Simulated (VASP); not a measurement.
Input of a VASP 6.6.1 run:

The input INCAR:

```
SYSTEM = Be2Si3
  ALGO = Normal
  EDIFF = 1E-7
  ENCUT = 520
  GGA = PE
  ISIF = 2
  ISMEAR = 0
  LASPH = .TRUE.
  LCHARG = .FALSE.
  LREAL = .FALSE.
  LWAVE = .FALSE.
  NBANDS = 16
  NELM = 80
  PREC = Accurate
  SIGMA = 0.1
```

KPOINTS

```
k-points
0
G
  6 6 6
  0 0 0
```

POSCAR

```
Be2Si3
1.0
    1.4741466537      0.8510989673      8.5049647402
   -1.4741466537      0.8510989673      8.5049647402
    0.0000000000     -1.7021979346      8.5049647402
Be Si
2 3
Direct
    0.3982980575      0.3982980575      0.3982980575
    0.6017019425      0.6017019425      0.6017019425
    0.0000000000      0.0000000000      0.0000000000
    0.2031425118      0.2031425118      0.2031425118
    0.7968574882      0.7968574882      0.7968574882
```

Potentials or basis: VASP PAW PBE potentials, release 64 (Be, Si).

Command:

```bash
$ cat potpaw_PBE.64/Be/POTCAR potpaw_PBE.64/Si/POTCAR > POTCAR
$ mpirun -np 1 vasp_std > vasp.out
```

Question: What does it give for the largest force?

Answer: 0.011 eV/Å.

Question: What does it give for the band gap on the k mesh?

Answer: Zero (band 8 reaches 13.70 eV, above the bottom of band 9 at 5.56 eV).

Question: Predict the pressure.

Answer: 0.1 GPa.

Stress tensor (GPa, compression positive):
```
0.01 0.00 0.00
0.00 0.01 0.00
0.00 0.00 0.30
```

Caveat: the k points lie up to 0.41 Å⁻¹ apart.
